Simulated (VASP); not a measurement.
# BaO (Fm-3m) in VASP: single point with PBE0

Aim: the single point of BaO with PBE0.

All numbers are computed with VASP 6.6.1; they aren't measurements. Logs are shortened: lines on timing, memory, paths and dates and some standing lists are left out, and cuts for length are marked.

## 1. The cell of the first run

Symmetry: Fm-3m, No. 225, cubic system. Conventional cell: a = 5.544 Å, b = 5.544 Å, c = 5.544 Å, α = 90.00°, β = 90.00°, γ = 90.00°. Ba (site symmetry m-3m) has 6 O at 2.77 Å within 3.7 Å. Within 3.7 Å of O (site symmetry m-3m) lie 6 Ba at 2.77 Å.

## 2. Single point, PBE0

POSCAR reads:

```
BaO
1.0
    0.0000000000      2.7719418017      2.7719418017
    2.7719418017      0.0000000000      2.7719418017
    2.7719418017      2.7719418017      0.0000000000
Ba O
1 1
Direct
    0.0000000000      0.0000000000      0.0000000000
    0.5000000000      0.5000000000      0.5000000000
```

INCAR.step1 reads:

```
PREC = Accurate ; ENCUT = 520
EDIFF = 1E-5 ; ISMEAR = 0
SIGMA = 0.01 ; LREAL = F
LASPH = T ; NELM = 120
ALGO = Normal ; ISIF = 2
LWAVE = T ; LCHARG = F
NBANDS = 15 ; GGA = PE
GGA_COMPAT = F
```

INCAR.step2 reads:

```
PREC = Accurate ; ENCUT = 520
EDIFF = 1E-6 ; ISMEAR = 0
SIGMA = 0.01 ; LREAL = F
LASPH = T ; NELM = 120
ALGO = Normal ; ISIF = 2
LWAVE = F ; LCHARG = F
GGA = PE ; LHFCALC = T
AEXX = 0.25 ; PRECFOCK = Normal
NBANDS = 15 ; ISTART = 1
GGA_COMPAT = F
```

KPOINTS reads:

```
Automatic mesh
0
Gamma
  6 6 6
```

Potentials or basis: VASP PAW PBE potentials, release 64 (Ba_sv, O).

The run is started by

```sh
$ cat potpaw_PBE.64/Ba_sv/POTCAR potpaw_PBE.64/O/POTCAR > POTCAR
$ cp INCAR.step1 INCAR
$ mpirun -np 1 vasp_std > vasp.out
$ cp INCAR.step2 INCAR
$ mpirun -np 1 vasp_std > vasp.out
```

OUTCAR:

```text
PREC = Accurate
   ENCUT = 520
   EDIFF = 1E-6
   ISMEAR = 0
   LREAL = F
   LASPH = T
   NELM = 120
   ISIF = 2
   GGA = PE
   LHFCALC = T
   AEXX = 0.25
   PRECFOCK = Normal
   ISTART = 1

 ion  position               nearest neighbor table
   1  0.000  0.000  0.000-   2 2.77   2 2.77   2 2.77   2 2.77   2 2.77   2 2.77
   2  0.500  0.500  0.500-   1 2.77   1 2.77   1 2.77   1 2.77   1 2.77   1 2.77

  LATTYP: Found a face centered cubic cell.
 ALAT       =     5.5438836034

  Lattice vectors:

 A1 = (   0.0000000000,   2.7719418017,   2.7719418017)
 A2 = (   2.7719418017,   0.0000000000,   2.7719418017)
 A3 = (   2.7719418017,   2.7719418017,   0.0000000000)

Analysis of symmetry for initial positions (statically):
=====================================================================
 Subroutine PRICEL returns:
 Original cell was already a primitive cell.

 Routine SETGRP: Setting up the symmetry group for a
 face centered cubic supercell.

 Subroutine GETGRP returns: Found 48 space group operations
 (whereof 48 operations were pure point group operations)
 out of a pool of 48 trial point group operations.

The static configuration has the point symmetry O_h .

Analysis of symmetry for dynamics (positions and initial velocities):
=====================================================================
 Subroutine PRICEL returns:
 Original cell was already a primitive cell.

 Routine SETGRP: Setting up the symmetry group for a
 face centered cubic supercell.

 Subroutine GETGRP returns: Found 48 space group operations
 (whereof 48 operations were pure point group operations)
 out of a pool of 48 trial point group operations.

The dynamic configuration has the point symmetry O_h .

 Subroutine INISYM returns: Found 48 space group operations
 (whereof 48 operations are pure point group operations),
 and found     1 'primitive' translations

----------------------------------------------------------------------------------------

                                     Primitive cell

  volume of cell :      42.5973

  direct lattice vectors                    reciprocal lattice vectors
     0.000000000  2.771941802  2.771941802    -0.180378967  0.180378967  0.180378967
     2.771941802  0.000000000  2.771941802     0.180378967 -0.180378967  0.180378967
     2.771941802  2.771941802  0.000000000     0.180378967  0.180378967 -0.180378967

  length of vectors
     3.920117690  3.920117690  3.920117690     0.312425536  0.312425536  0.312425536

  position of ions in fractional coordinates (direct lattice)
     0.000000000  0.000000000  0.000000000
     0.500000000  0.500000000  0.500000000

  ion indices of the primitive-cell ions
   primitive index   ion index
                 1           1
                 2           2

----------------------------------------------------------------------------------------

 KPOINTS: Automatic mesh

Automatic generation of k-mesh.
 Grid dimensions read from file:
 generate k-points for:    6    6    6

 Generating k-lattice:

  Cartesian coordinates                     Fractional coordinates (reciprocal lattice)
    -0.030063161  0.030063161  0.030063161     0.166666667  0.000000000  0.000000000
     0.030063161 -0.030063161  0.030063161     0.000000000  0.166666667  0.000000000
     0.030063161  0.030063161 -0.030063161     0.000000000  0.000000000  0.166666667

  Length of vectors
     0.052070923  0.052070923  0.052070923

  Shift w.r.t. Gamma in fractional coordinates (k-lattice)
     0.000000000  0.000000000  0.000000000

 Subroutine IBZKPT returns following result:
 ===========================================

 Found     16 irreducible k-points:

 Following reciprocal coordinates:
            Coordinates               Weight
  0.000000  0.000000  0.000000      1.000000
  0.166667  0.000000  0.000000      8.000000
  0.333333  0.000000  0.000000      8.000000
  0.500000  0.000000  0.000000      4.000000
  0.166667  0.166667  0.000000      6.000000
  0.333333  0.166667  0.000000     24.000000
[... 8 lines left out ...]
 -0.333333  0.333333  0.166667     24.000000
 -0.333333  0.500000  0.166667     12.000000
   k-points           NKPTS =     16   k-points in BZ     NKDIM =    216   number of bands    NBANDS=     15
   number of dos      NEDOS =    301   number of ions     NIONS =      2
   total plane-waves  NPLWV =  27000
   dimension x,y,z NGX =    30 NGY =   30 NGZ =   30
   dimension x,y,z NGXF=    60 NGYF=   60 NGZF=   60
   ions per type =               1   1
   NGX,Y,Z   is equivalent  to a cutoff of  12.72, 12.72, 12.72 a.u.
   NGXF,Y,Z  is equivalent  to a cutoff of  25.45, 25.45, 25.45 a.u.
 SYSTEM =  unknown system
   PREC   = accura    normal or accurate (medium, high low for compatibility)
   ISTART =      1    job   : 0-new  1-cont  2-samecut
   ICHARG =      0    charge: 1-file 2-atom 10-const
   ISPIN  =      1    spin polarized calculation?
   LNONCOLLINEAR =      F non collinear calculations
   LSORBIT =      F    spin-orbit coupling
   LASPH  =      T    aspherical Exc in radial PAW
   ENCUT  =  520.0 eV  38.22 Ry    6.18 a.u.   7.29  7.29  7.29*2*pi/ulx,y,z
   NELM   =    120;   NELMIN=  2; NELMDL=  0     # of ELM steps
   EDIFF  = 0.1E-05   stopping-criterion for ELM
   LREAL  =      F    real-space projection
   EDIFFG = 0.1E-04   stopping-criterion for IOM
   NSW    =      0    number of steps for IOM
   IBRION =     -1    ionic relax: 0-MD 1-quasi-New 2-CG
   NFREE  =      0    steps in history (QN), initial steepest desc. (CG)
   ISIF   =      2    stress and relaxation
   ISYM   =      3    0-nonsym 1-usesym 2-fastsym
   POTIM  = 0.5000    time-step for ionic-motion
   TEBEG  =    0.0;   TEEND  =   0.0 temperature during run
   PSTRESS=    0.0 pullay stress
   NELECT =      16.0000    total number of electrons
   NUPDOWN=      -1.0000    fix difference up-down
   EMIN   =  10.00;   EMAX   =-10.00  energy-range for DOS
   EFERMI =   0.00;   METHOD = LEGACY
   ISMEAR =     0;   SIGMA  =   0.01  broadening in eV -4-tet -1-fermi 0-gaus
   EFERMI_NEDOS =   21; number of points for ismear=-14 and -15
   IALGO  =     38    algorithm
   IMIX   =      1    mixing-type and parameters
     AMIX     =   0.40;   BMIX     =  1.00
     AMIX_MAG =   1.60;   BMIX_MAG =  1.00
  volume/ion in A,a.u.               =      21.30       143.73
  Fermi-wavevector in a.u.,A,eV,Ry     =   1.181193  2.232130 18.983066  1.395216
  Thomas-Fermi vector in A             =   2.317471
   LORBIT       =      0    0 simple, 1 ext, 2 COOP (PROOUT), +10 PAW based schemes
   GGA     = PE    functional components
   LHFCALC =     T    Hartree Fock is set to
   PRECFOCK=normal    Normal, Fast or Accurate (Low or Medium for compatibility)
   ENCUT4O =  -1.0   cutoff for four orbital integrals eV
   NKREDX  =     1    reduce k-point grid by
   NKREDY  =     1    reduce k-point grid by
   NKREDZ  =     1    reduce k-point grid by
   AEXX    =    0.2500 exact exchange contribution
   HFSCREEN=    0.0000 screening length (either q_TF or 0.3 A-1)
   HFSCREENC=   0.0000 screening length for correlation (either q_TF or 0.3 A-1)
   ENCUTFOCK=  -1.0 apply spherical cutoff to Coloumb kernel
   IVDW    =     0    specifies the selected vdW correction
   LEPSILON=     F    determine dielectric tensor
   LRPA    =     F    only Hartree local field effects (RPA)
 non-spin polarized calculation
 Gauss-broadening in eV      SIGMA  =   0.01
  energy-cutoff  :      520.00
  volume of cell :       42.60
 maximum number of plane-waves:      1167
 NGX is ok and might be reduce to    30
  NGX = 24; NGY = 24; NGZ = 24

 number of electron      15.9999999 magnetization

 Free energy of the ion-electron system (eV)
  ---------------------------------------------------
  ext. energy  EPLUGINS =         0.00000000
  ---------------------------------------------------
  free energy    TOTEN  =       -14.45441459 eV

  energy without entropy =      -14.45441459  energy(sigma->0) =      -14.45441459

 E-fermi :   0.6160     XC(G=0):  -7.5655

 val. band max:        0.5144205944   @ k =   0.5000   0.5000   0.0000
 cond. band min:       4.5076358137   @ k =   0.5000   0.5000   0.0000
 fundamental gap:      3.9932152193
 Fermi energy:         0.6159976229

 k-point     1 :       0.0000    0.0000    0.0000
  band No.  band energies     occupation
      1     -26.9132      2.00000
      2     -16.0133      2.00000
      3     -10.3157      2.00000
      4     -10.3157      2.00000
      5     -10.3157      2.00000
      6       0.1314      2.00000
      7       0.1314      2.00000
      8       0.1314      2.00000
      9       6.0919      0.00000
     10       7.3850      0.00000
     11       7.3850      0.00000
     12       7.3850      0.00000
     13       9.7273      0.00000
     14       9.7273      0.00000
     15      12.6214      0.00000

 k-point     2 :       0.1667    0.0000    0.0000
  band No.  band energies     occupation
      1     -26.8441      2.00000
      2     -16.1873      2.00000
      3     -10.3922      2.00000
      4     -10.3456      2.00000
      5     -10.3456      2.00000
      6      -0.4115      2.00000
      7      -0.2178      2.00000
      8      -0.2178      2.00000
      9       7.0336      0.00000
     10       7.3673      0.00000
     11       7.9191      0.00000
     12       7.9191      0.00000
     13      10.4597      0.00000
     14      10.4597      0.00000
     15      14.2956      0.00000

 k-point     3 :       0.3333    0.0000    0.0000
  band No.  band energies     occupation
      1     -26.7003      2.00000
      2     -16.5393      2.00000
      3     -10.5328      2.00000
      4     -10.4035      2.00000
      5     -10.4035      2.00000
      6      -1.2455      2.00000
      7      -0.8187      2.00000
      8      -0.8187      2.00000
      9       7.2981      0.00000
     10       9.2159      0.00000
     11       9.2159      0.00000
     12       9.5813      0.00000
     13      12.1127      0.00000
     14      12.1127      0.00000
     15      16.7186      0.00000

 k-point     4 :       0.5000    0.0000    0.0000
  band No.  band energies     occupation
      1     -26.6255      2.00000
      2     -16.7179      2.00000
      3     -10.5973      2.00000
      4     -10.4316      2.00000
      5     -10.4316      2.00000
      6      -1.5956      2.00000
      7      -1.0836      2.00000
      8      -1.0836      2.00000
      9       7.6357      0.00000
     10      10.0381      0.00000
     11      10.0381      0.00000
     12      10.8234      0.00000
     13      13.5858      0.00000
     14      13.5858      0.00000
     15      16.2927      0.00000
[... 163 lines left out ...]
 k-point    14 :       0.5000    0.3333    0.1667
  band No.  band energies     occupation
      1     -26.6131      2.00000
      2     -16.4565      2.00000
      3     -11.0410      2.00000
      4     -11.0191      2.00000
      5     -10.4787      2.00000
      6      -0.8220      2.00000
      7      -0.5879      2.00000
      8       0.1577      2.00000
      9       6.2573      0.00000
     10       8.8289      0.00000
     11       9.9791      0.00000
     12      10.7479      0.00000
     13      12.2445      0.00000
     14      14.0110      0.00000
     15      15.7886      0.00000

 k-point    15 :      -0.3333    0.3333    0.1667
  band No.  band energies     occupation
      1     -26.5659      2.00000
      2     -16.4804      2.00000
      3     -11.2387      2.00000
      4     -11.2323      2.00000
      5     -10.4229      2.00000
      6      -1.0275      2.00000
      7      -0.0847      2.00000
      8      -0.0576      2.00000
      9       7.4240      0.00000
     10       7.6776      0.00000
     11      10.1794      0.00000
     12      11.4756      0.00000
     13      12.9631      0.00000
     14      14.7937      0.00000
     15      15.4326      0.00000

 k-point    16 :      -0.3333    0.5000    0.1667
  band No.  band energies     occupation
      1     -26.5474      2.00000
      2     -16.3476      2.00000
      3     -11.6989      2.00000
      4     -11.2145      2.00000
      5     -10.5430      2.00000
      6      -0.6340      2.00000
      7       0.2709      2.00000
      8       0.3899      2.00000
      9       5.8612      0.00000
     10       8.9460      0.00000
     11       9.4637      0.00000
     12      12.5306      0.00000
     13      12.7446      0.00000
     14      15.0097      0.00000
     15      15.2977      0.00000

------------------------ aborting loop because EDIFF is reached ----------------------------------------

  FORCE on cell =-STRESS in cart. coord.  units (eV):
  Direction    XX          YY          ZZ          XY          YZ          ZX
  --------------------------------------------------------------------------------------
  -------------------------------------------------------------------------------------
  Total        0.2753181      0.2753181      0.2753181     -0.0000000     -0.0000000      0.0000000
  in kB       10.3553090     10.3553090     10.3553090     -0.0000000     -0.0000000      0.0000000
  external PRESSURE =      10.3553090 kB  Pullay stress =       0.0000000 kB

 VOLUME and BASIS-vectors are now :
 -----------------------------------------------------------------------------
  energy-cutoff  :      520.00
  volume of cell :       42.60
      direct lattice vectors                 reciprocal lattice vectors
     0.000000000  2.771941802  2.771941802    -0.180378967  0.180378967  0.180378967
     2.771941802  0.000000000  2.771941802     0.180378967 -0.180378967  0.180378967
     2.771941802  2.771941802  0.000000000     0.180378967  0.180378967 -0.180378967

 POSITION                                       TOTAL-FORCE (eV/Angst)
 -----------------------------------------------------------------------------------
      0.00000      0.00000      0.00000        -0.000000     -0.000000      0.000000
      2.77194      2.77194      2.77194         0.000000      0.000000     -0.000000
 -----------------------------------------------------------------------------------
    total drift:                               -0.000000      0.000000      0.000000

  FREE ENERGIE OF THE ION-ELECTRON SYSTEM (eV)
  ---------------------------------------------------
  free  energy   TOTEN  =       -14.4544145873 eV

  energy  without entropy=      -14.4544145873  energy(sigma->0) =      -14.45441459
```

Wall time 35 min (1 thread of Intel Xeon Platinum 8259CL at 2.50GHz (Skylake/Cascade Lake), shared host); peak memory 0.19 GiB.

What came out:

* Free energy: -14.4544 eV
* Pressure: 1.0 GPa
* Band gap on the k mesh: 3.99 eV

Caveat: the PAW data sets were made with another functional, which shifts forces and pressure a little; spin-orbit coupling is left out, which moves the levels of the heavy elements. A k mesh can miss the band edges.
